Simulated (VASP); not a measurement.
# HoTeI (P-6m2) in VASP: notebook

HoTeI is run at these levels: PBE; tasks: relaxation of cell and atoms, single point.

Everything below comes from runs of VASP 6.6.1. Logs are shortened: lines on timing, memory, paths and dates and some standing lists are left out, and cuts for length are marked.

## 1. The cell of the first run

Symmetry: P-6m2, No. 187, hexagonal system. Conventional cell: a = 4.777 Å, b = 4.777 Å, c = 5.262 Å, α = 90.00°, β = 90.00°, γ = 120.00°. Ho (site symmetry -6m2) has 6 I at 3.81 Å and 6 Te at 3.81 Å and 6 Ho at 4.78 Å within 5.0 Å. Te (site symmetry -6m2) has 3 I at 2.76 Å within 3.6 Å. I (site symmetry -6m2) has 3 Te at 2.76 Å within 3.6 Å.

The cell was generated, and may not be a known phase.

## 2. Relaxation of cell and atoms, PBE

Contents of INCAR:

```
SYSTEM = HoTeI
  PREC = Accurate
  ENCUT = 500
  EDIFF = 1E-7
  ISMEAR = 0
  SIGMA = 0.1
  LREAL = .False.
  LASPH = .True.
  NELM = 200
  ALGO = Normal
  ISIF = 3
  LWAVE = .False.
  LCHARG = .False.
  GGA = PE
  IBRION = 2
  NSW = 90
  EDIFFG = -0.04
  GGA_COMPAT = .False.
  NELMIN = 4
  LMAXMIX = 6
```

Contents of KPOINTS:

```
regular mesh
0
Gamma
  6 6 4
  0 0 0
```

Contents of POSCAR:

```
HoTeI
1.0
    4.7765869700      0.0000000000      0.0000000000
   -2.3882934900      4.1366456600      0.0000000000
    0.0000000000      0.0000000000      5.2623301800
Ho Te I
1 1 1
Direct
    0.6666666700      0.3333333300      0.0000000000
    0.0000000000      0.0000000000      0.5000000000
    0.3333333300      0.6666666700      0.5000000000
```

Potentials or basis: VASP PAW PBE potentials, release 64 (Ho_3, Te, I), 4f in core.

Command:

```console
> cat potpaw_PBE.64/Ho_3/POTCAR potpaw_PBE.64/Te/POTCAR potpaw_PBE.64/I/POTCAR > POTCAR
> mpirun -np 1 vasp_std > vasp.out
```

OUTCAR:

```text
SYSTEM = HoTeI
   PREC = Accurate
   ENCUT = 500
   EDIFF = 1E-7
   ISMEAR = 0
   LREAL = .False.
   LASPH = .True.
   NELM = 200
   ISIF = 3
   GGA = PE
   IBRION = 2
   NSW = 90
   EDIFFG = -0.04
   NELMIN = 4

 ion  position               nearest neighbor table
   1  0.667  0.333  0.000-
   2  0.000  0.000  0.500-   3 2.76   3 2.76   3 2.76
   3  0.333  0.667  0.500-   2 2.76   2 2.76   2 2.76

  LATTYP: Found a hexagonal cell.
 ALAT       =     4.7765869700
 C/A-ratio  =     1.1016925292

  Lattice vectors:

 A1 = (   4.7765869700,   0.0000000000,   0.0000000000)
 A2 = (  -2.3882934900,   4.1366456600,   0.0000000000)
 A3 = (   0.0000000000,   0.0000000000,   5.2623301800)

Analysis of symmetry for initial positions (statically):
=====================================================================
 Subroutine PRICEL returns:
 Original cell was already a primitive cell.

 Routine SETGRP: Setting up the symmetry group for a
 hexagonal supercell.

 Subroutine GETGRP returns: Found 12 space group operations
 (whereof 12 operations were pure point group operations)
 out of a pool of 24 trial point group operations.

The static configuration has the point symmetry D_3h.

Analysis of symmetry for dynamics (positions and initial velocities):
=====================================================================
 Subroutine PRICEL returns:
 Original cell was already a primitive cell.

 Routine SETGRP: Setting up the symmetry group for a
 hexagonal supercell.

 Subroutine GETGRP returns: Found 12 space group operations
 (whereof 12 operations were pure point group operations)
 out of a pool of 24 trial point group operations.

The dynamic configuration has the point symmetry D_3h.

 Subroutine INISYM returns: Found 12 space group operations
 (whereof 12 operations are pure point group operations),
 and found     1 'primitive' translations

----------------------------------------------------------------------------------------

                                     Primitive cell

  volume of cell :     103.9786

  direct lattice vectors                    reciprocal lattice vectors
     4.776586970  0.000000000  0.000000000     0.209354505  0.120870880  0.000000000
    -2.388293490  4.136645660  0.000000000     0.000000000  0.241741759  0.000000000
     0.000000000  0.000000000  5.262330180     0.000000000  0.000000000  0.190029885

  length of vectors
     4.776586970  4.776586973  5.262330180     0.241741760  0.241741759  0.190029885

  position of ions in fractional coordinates (direct lattice)
     0.666666670  0.333333330  0.000000000
     0.000000000  0.000000000  0.500000000
     0.333333330  0.666666670  0.500000000

[... 112 lines left out ...]

--------------------------------------- Ionic step        1  -------------------------------------------

 number of electron      22.0000001 magnetization

 Free energy of the ion-electron system (eV)
  ---------------------------------------------------
  ext. energy  EPLUGINS =         0.00000000
  ---------------------------------------------------
  free energy    TOTEN  =        -6.62272138 eV

  energy without entropy =       -6.59825255  energy(sigma->0) =       -6.61048696

------------------------ aborting loop because EDIFF is reached ----------------------------------------

  FORCE on cell =-STRESS in cart. coord.  units (eV):
  Direction    XX          YY          ZZ          XY          YZ          ZX
  --------------------------------------------------------------------------------------
  -------------------------------------------------------------------------------------
  Total        9.3730342      9.3730342     -4.5952897     -0.0000000      0.0000000      0.0000000
  in kB      144.4264309    144.4264309    -70.8075190     -0.0000002      0.0000000      0.0000000
  external PRESSURE =      72.6817809 kB  Pullay stress =       0.0000000 kB
[... 92 lines left out ...]
  FREE ENERGIE OF THE ION-ELECTRON SYSTEM (eV)
  ---------------------------------------------------
  free  energy   TOTEN  =        -8.3063179092 eV

  energy  without entropy=       -8.2866802271  energy(sigma->0) =       -8.29649907

 E-fermi :   5.2658     XC(G=0):  -9.2194

 val. band max:        5.2168093625   @ k =   0.1667  -0.0000   0.2500
 cond. band min:       5.3577589716   @ k =   0.3333   0.1667   0.5000
 fundamental gap:      0.1409496091
 Fermi energy:         5.2657528609

 k-point     1 :       0.0000    0.0000    0.0000
  band No.  band energies     occupation
      1     -20.7673      2.00000
      2     -20.7673      2.00000
      3     -20.3789      2.00000
      4      -8.6384      2.00000
      5      -5.8966      2.00000
      6       0.3913      2.00000
      7       0.3913      2.00000
      8       2.9843      2.00000
      9       2.9843      2.00000
     10       3.1754      2.00000
     11       4.4705      2.00000
     12       6.0895      0.00000
     13       6.6461      0.00000
     14       7.5368      0.00000
[... 347 lines left out ...]
      2     -20.7320      2.00000
      3     -20.7244      2.00000
      4      -7.5606      2.00000
      5      -5.2606      2.00000
      6       0.2538      2.00000
      7       0.8991      2.00000
      8       1.0088      2.00000
      9       2.3509      2.00000
     10       3.1051      2.00000
     11       5.0285      1.99921
     12       5.8486      0.00000
     13       6.3474      0.00000
     14       6.8362      0.00000
     15       6.9275      0.00000

[... ionic steps 4 to 9 ...]

--------------------------------------- Ionic step       10  -------------------------------------------

 number of electron      22.0000003 magnetization

------------------------ aborting loop because EDIFF is reached ----------------------------------------
[... 69 lines left out ...]
--------------------------------------- Ionic step       12  -------------------------------------------

 number of electron      22.0000003 magnetization

 Free energy of the ion-electron system (eV)
  ---------------------------------------------------
  ext. energy  EPLUGINS =         0.00000000
  ---------------------------------------------------
  free energy    TOTEN  =       -10.09257492 eV

  energy without entropy =      -10.08587855  energy(sigma->0) =      -10.08922673

 E-fermi :   6.5104     XC(G=0):  -9.7290

 val. band max:        6.4637891940   @ k =   0.3333   0.3333   0.2500
 cond. band min:       6.5283252839   @ k =   0.5000  -0.0000   0.5000
 fundamental gap:      0.0645360899
 Fermi energy:         6.5103859490

 k-point     1 :       0.0000    0.0000    0.0000
  band No.  band energies     occupation
      1     -19.2454      2.00000
      2     -19.2454      2.00000
      3     -18.8915      2.00000
      4      -8.1666      2.00000
      5      -4.8888      2.00000
      6       0.8709      2.00000
      7       0.8709      2.00000
      8       3.9520      2.00000
      9       3.9520      2.00000
     10       4.4456      2.00000
     11       5.2643      2.00000
     12       7.5233      0.00000
     13       7.8894      0.00000
     14       9.1010      0.00000
[... 389 lines left out ...]
  FREE ENERGIE OF THE ION-ELECTRON SYSTEM (eV)
  ---------------------------------------------------
  free  energy   TOTEN  =       -10.0925749153 eV

  energy  without entropy=      -10.0858785530  energy(sigma->0) =      -10.08922673

 reached required accuracy - stopping structural energy minimisation
```

It took 3.1 min on 1 thread of AMD EPYC 9R45 (Zen 5), shared host; peak memory 0.22 GiB.

Results:

```yaml
Free_energy: -10.0926 eV
Relaxed_volume: 30.80 Å³/atom
Relaxed_cell: a = 5.585 Å, b = 5.585 Å, c = 3.420 Å, α = 90.00°, β = 90.00°, γ = 120.00°
Space_group_after_relaxing_to_0.1_Å: P-6m2 (No. 187)
Energy_gained_by_relaxing: 1156.6 meV/atom
Ionic_steps: 12
Pressure_after_relaxing: 0.0 GPa
Band_gap_on_the_k_mesh: zero (bands 11 and 12 overlap by 0.32 eV)
```

The path:
| step | energy change (eV) | largest force (eV/Å) | pressure (GPa) | volume (Å³) |
| --- | --- | --- | --- | --- |
| 1 | 0.0000 | 0.0000 | 7.27 | 103.98 |
| 2 | -1.6280 | 0.0000 | -3.88 | 127.51 |
| 3 | -1.6836 | 0.0000 | -4.78 | 132.15 |
| 4 | -2.7480 | 0.0000 | -5.39 | 116.30 |
| 5 | -3.2313 | 0.0000 | -4.45 | 107.11 |
| 6 | -1.7815 | 0.0000 | 9.37 | 87.07 |
| 7 | -3.3030 | 0.0000 | -3.69 | 104.42 |
| 8 | -3.3081 | 0.0000 | -3.41 | 103.67 |
| 9 | -3.4654 | 0.0000 | 0.69 | 90.99 |
| 10 | -3.4698 | 0.0000 | -0.09 | 92.59 |
| 11 | -3.4698 | 0.0000 | 0.01 | 92.37 |
| 12 | -3.4699 | 0.0000 | 0.01 | 92.40 |

Final structure:
```
Ho Te I
1.0
     5.58526    0.00000    0.00000
    -2.79263    4.83698    0.00000
     0.00000    0.00000    3.42013
Ho Te I
1 1 1
Cartesian
  2.7926 1.6123 0.0000
  0.0000 0.0000 1.7101
  0.0000 3.2247 1.7101
```

Levels at points of the mesh, in eV from the Fermi level:
```
           k point  band 8  band 9  band 10  band 11  band 12  band 13  band 14  band 15
(0.00, 0.00, 0.00)   -2.56   -2.56    -2.06    -1.25     1.01     1.38     2.59     2.59
(0.50, 0.00, 0.00)   -2.01   -1.69    -1.12    -1.07     0.72     1.10     2.42     3.03
(0.00, 0.00, 0.50)   -4.38   -3.74    -2.56    -2.56     0.25     0.25     2.86     2.86
(0.50, 0.00, 0.50)   -4.80   -3.84    -1.25     0.02     0.15     1.13     1.15     1.40
```

Caveat: a cell axis changed by over 15 % at a fixed basis, so the end point is rough; spin-orbit coupling is left out, which moves the levels of the heavy elements; the 4f electrons are frozen in the core, so they carry no moment and show no levels; the run has no spin polarisation, though such a crystal can be magnetic.

## 3. Relaxation of cell and atoms, PBE

This run uses another cell than the first one, of 30.71 Å³/atom.

Contents of INCAR:

```
SYSTEM = HoTeI
PREC     = Accurate       ! precision mode
ENCUT    = 500            ! plane-wave cutoff, eV
EDIFF    = 1E-7           ! SCF threshold, eV
ISMEAR   = 0              ! smearing method
SIGMA    = 0.1            ! smearing width, eV
LREAL    = .FALSE.        ! projectors in reciprocal space
LASPH    = .TRUE.         ! aspherical terms in the spheres
NELM     = 200            ! most SCF steps
ALGO     = Normal         ! electronic algorithm
ISIF     = 3              ! what is computed and relaxed
LWAVE    = .FALSE.        ! write WAVECAR
LCHARG   = .FALSE.        ! write CHGCAR
GGA      = PE             ! functional
IBRION   = 2              ! ionic algorithm
NSW      = 90             ! ionic steps
EDIFFG   = -0.04          ! ionic threshold
GGA_COMPAT= .FALSE.      
NELMIN   = 4            
LMAXMIX  = 6              ! l up to which the mixer works
```

Contents of KPOINTS:

```
Automatic mesh
0
G
  6 6 6
  0 0 0
```

Contents of POSCAR:

```
HoTeI
1.0
    5.5720645896      0.0000000000      0.0000000000
   -2.7860322948      4.8255494861      0.0000000000
    0.0000000000      0.0000000000      3.4268548033
Ho Te I
1 1 1
Direct
    0.6666666667      0.3333333333      0.0000000000
    0.0000000000      0.0000000000      0.5000000000
    0.3333333333      0.6666666667      0.5000000000
```

Potentials or basis: VASP PAW PBE potentials, release 64 (Ho_3, Te, I), 4f in core.

Command:

```console
> cat potpaw_PBE.64/Ho_3/POTCAR potpaw_PBE.64/Te/POTCAR potpaw_PBE.64/I/POTCAR > POTCAR
> mpirun -np 1 vasp_std > vasp.out
```

Run time: 57 s. Hardware: 1 thread of AMD EPYC 9R45 (Zen 5), shared host; peak memory 0.21 GiB.

It converged, with:

```
Free energy                           : -10.0110 eV
Relaxed volume                        : 31.16 Å³/atom
Relaxed cell                          : a = 5.560 Å, b = 5.560 Å, c = 3.492 Å, α = 90.00°, β = 90.00°, γ = 120.00°
Space group after relaxing (to 0.1 Å) : P-6m2 (No. 187)
Energy gained by relaxing             : 5.5 meV/atom
Ionic steps                           : 3
Pressure after relaxing               : 0.0 GPa
Band gap on the k mesh                : zero (bands 11 and 12 overlap by 0.58 eV)
```

Step by step:
| step | energy change (eV) | largest force (eV/Å) | pressure (GPa) | volume (Å³) |
| --- | --- | --- | --- | --- |
| 1 | 0.0000 | 0.0000 | 0.77 | 92.14 |
| 2 | -0.0131 | 0.0000 | -0.29 | 94.10 |
| 3 | -0.0165 | 0.0000 | 0.01 | 93.47 |

Final structure:
```
CELL_PARAMETERS angstrom
5.55967 0.00000 0.00000
-2.77983 4.81481 0.00000
0.00000 0.00000 3.49193
ATOMIC_POSITIONS crystal
Ho 0.66667 0.33333 0.00000
Te 0.00000 0.00000 0.50000
I 0.33333 0.66667 0.50000
```

Levels at points of the mesh, in eV from the Fermi level:
```
           k point  band 9  band 10  band 11  band 12  band 13  band 14
(0.00, 0.00, 0.00)   -2.30    -1.69    -1.44     1.11     1.35     2.70
(0.50, 0.00, 0.00)   -1.41    -1.32    -0.68     0.66     1.31     2.52
(0.00, 0.00, 0.50)   -3.36    -2.34    -2.34     0.39     0.39     2.87
(0.50, 0.00, 0.50)   -3.75    -1.04     0.21     0.32     1.41     1.44
```

Caveat: spin-orbit coupling is left out, which moves the levels of the heavy elements; the 4f electrons are frozen in the core, so they carry no moment and show no levels; the run has no spin polarisation, though such a crystal can be magnetic. Spin polarisation is off, so any magnetic state and its effect on volume and gap are missing.

## 4. Single point, PBE

This run uses another cell than the first one, of 31.10 Å³/atom.

Contents of INCAR:

```
SYSTEM = HoTeI
  PREC = Accurate
  ENCUT = 500
  EDIFF = 1E-6
  ISMEAR = 0
  SIGMA = 0.1
  LREAL = .False.
  LASPH = .True.
  NELM = 200
  ALGO = Normal
  ISIF = 2
  LWAVE = .False.
  LCHARG = .False.
  GGA = PE
  NBANDS = 18
  GGA_COMPAT = .False.
  LMAXMIX = 6
```

Contents of KPOINTS:

```
Automatic mesh
0
Gamma
  12 12 14
  0 0 0
```

Contents of POSCAR:

```
HoTeI
1.0
    5.5981142728      0.0000000000      0.0000000000
   -2.7990571364      4.8481091735      0.0000000000
    0.0000000000      0.0000000000      3.4382100406
Ho Te I
1 1 1
Direct
    0.6666666667      0.3333333333      0.0000000000
    0.0000000000      0.0000000000      0.5000000000
    0.3333333333      0.6666666667      0.5000000000
```

Command:

```console
> cat potpaw_PBE.64/Ho_3/POTCAR potpaw_PBE.64/Te/POTCAR potpaw_PBE.64/I/POTCAR > POTCAR
> mpirun -np 1 vasp_std > vasp.out
```

Wall time 1.9 min (1 thread of AMD EPYC 9R45 (Zen 5), shared host); peak memory 0.39 GiB.

The run converged. Its results:

- Free energy: -10.0045 eV
- Pressure: 0.0 GPa
- Band gap on the k mesh: zero (bands 11 and 12 overlap by 0.76 eV)

Stress tensor (GPa, compression positive):
```
-0.01  0.00  0.00
 0.00 -0.01  0.00
 0.00  0.00  0.12
```

Levels at points of the mesh, in eV from the Fermi level:
```csv
k point,band 8,band 9,band 10,band 11,band 12,band 13,band 14,band 15
"(0.00, 0.00, 0.00)",-2.32,-2.32,-1.69,-1.14,1.21,1.53,2.78,2.78
"(0.50, 0.00, 0.00)",-1.80,-1.46,-1.02,-0.70,0.89,1.32,2.60,2.99
"(0.00, 0.00, 0.50)",-4.18,-3.50,-2.28,-2.28,0.46,0.46,3.01,3.09
"(0.50, 0.00, 0.50)",-4.53,-3.63,-1.02,0.22,0.36,1.41,1.43,1.60
```

Caveat: spin-orbit coupling is left out, which moves the levels of the heavy elements; the 4f electrons are frozen in the core, so they carry no moment and show no levels; the run has no spin polarisation, though such a crystal can be magnetic.

## 5. Relaxation of cell and atoms, PBE

This run uses another cell than the first one, of 31.15 Å³/atom.

Contents of INCAR:

```
PREC = Accurate ; ENCUT = 500
EDIFF = 1E-7 ; ISMEAR = 0
SIGMA = 0.1 ; LREAL = F
LASPH = T ; NELM = 200
ALGO = Normal ; ISIF = 3
LWAVE = F ; LCHARG = F
GGA = PE ; IBRION = 2
NSW = 100 ; EDIFFG = -0.01
GGA_COMPAT = F ; NELMIN = 4
LMAXMIX = 6
```

Contents of KPOINTS:

```
Automatic mesh
0
Gamma
  12 12 14
```

Contents of POSCAR:

```
HoTeI
1.0
    5.5574440495      0.0000000000      0.0000000000
   -2.7787220248      4.8128877270      0.0000000000
    0.0000000000      0.0000000000      3.4933955867
Ho Te I
1 1 1
Direct
    0.6666666667      0.3333333333      0.0000000000
    0.0000000000      0.0000000000      0.5000000000
    0.3333333333      0.6666666667      0.5000000000
```

Command:

```console
> cat potpaw_PBE.64/Ho_3/POTCAR potpaw_PBE.64/Te/POTCAR potpaw_PBE.64/I/POTCAR > POTCAR
> mpirun -np 1 vasp_std > vasp.out
```

Run time: 4.5 min. Hardware: 1 thread of AMD EPYC 9R45 (Zen 5), shared host; peak memory 0.39 GiB.

Results (log left out):

```yaml
Free_energy: -10.0045 eV
Relaxed_volume: 31.13 Å³/atom
Relaxed_cell: a = 5.599 Å, b = 5.599 Å, c = 3.441 Å, α = 90.00°, β = 90.00°, γ = 120.00°
Space_group_after_relaxing_to_0.1_Å: P-6m2 (No. 187)
Energy_gained_by_relaxing: 3.6 meV/atom
Ionic_steps: 5
Pressure_after_relaxing: 0.0 GPa
Band_gap_on_the_k_mesh: zero (bands 11 and 12 overlap by 0.76 eV)
```

The path:
| step | energy change (eV) | largest force (eV/Å) | pressure (GPa) | volume (Å³) |
| --- | --- | --- | --- | --- |
| 1 | 0.0000 | 0.0000 | -0.06 | 93.44 |
| 2 | -0.0109 | 0.0000 | 0.04 | 93.28 |
| 3 | -0.0109 | 0.0000 | 0.05 | 93.27 |
| 4 | -0.0109 | 0.0000 | 0.05 | 93.26 |
| 5 | -0.0109 | 0.0000 | -0.01 | 93.40 |

Final structure:
```xyz
3
Lattice="5.5986 0.0000 0.0000 -2.7993 4.8485 0.0000 0.0000 0.0000 3.4409" Properties=species:S:1:pos:R:3 pbc="T T T"
Ho    2.7993    1.6162    3.4409
Te    0.0000    0.0000    1.7204
I     0.0000    3.2323    1.7204
```

Levels at points of the mesh, in eV from the Fermi level:
| k point | band 9 | band 10 | band 11 | band 12 | band 13 | band 14 |
| --- | --- | --- | --- | --- | --- | --- |
| (0.00, 0.00, 0.00) | -2.32 | -1.68 | -1.15 | 1.21 | 1.52 | 2.77 |
| (0.50, 0.00, 0.00) | -1.46 | -1.03 | -0.70 | 0.88 | 1.32 | 2.60 |
| (0.00, 0.00, 0.50) | -3.50 | -2.28 | -2.28 | 0.46 | 0.46 | 3.01 |
| (0.50, 0.00, 0.50) | -3.63 | -1.02 | 0.22 | 0.36 | 1.41 | 1.43 |

Caveat: spin-orbit coupling is left out, which moves the levels of the heavy elements; the 4f electrons are frozen in the core, so they carry no moment and show no levels; the run has no spin polarisation, though such a crystal can be magnetic.

## 6. The runs side by side

| task | cell | k mesh | gap on the mesh (eV) | pressure (GPa) | relaxed volume (Å³/atom) |
| --- | --- | --- | --- | --- | --- |
| relaxation of cell and atoms | relaxed from a = 4.777, b = 4.777, c = 5.262 Å, angles 90.0, 90.0, 120.0°, 3 atoms | 6 × 6 × 4 | none | 0.0 | 30.80 |
| relaxation of cell and atoms | relaxed from a = 5.572, b = 5.572, c = 3.427 Å, angles 90.0, 90.0, 120.0°, 3 atoms | 6 × 6 × 6 | none | 0.0 | 31.16 |
| single point | a = 5.598, b = 5.598, c = 3.438 Å, angles 90.0, 90.0, 120.0°, 3 atoms | 12 × 12 × 14 | none | 0.0 | - |
| relaxation of cell and atoms | relaxed from a = 5.557, b = 5.557, c = 3.493 Å, angles 90.0, 90.0, 120.0°, 3 atoms | 12 × 12 × 14 | none | 0.0 | 31.13 |

Alike in all rows: level PBE; potentials or basis VASP PAW PBE potentials, release 64 (Ho_3, Te, I), 4f in core; no spin polarisation; cutoff (eV) 500; smearing gaussian 0.1 eV.

Caveats: spin-orbit coupling is left out, which moves the levels of the heavy elements; the 4f electrons are frozen in the core, so they carry no moment and show no levels; the run has no spin polarisation, though such a crystal can be magnetic; a cell axis changed by over 15 % at a fixed basis, so the end point is rough (at least some runs).

Total energies depend on the potentials used, so only differences within one code and one set of settings carry meaning.

The gap in the log of VASP goes by the Fermi energy; the results here count the filled bands.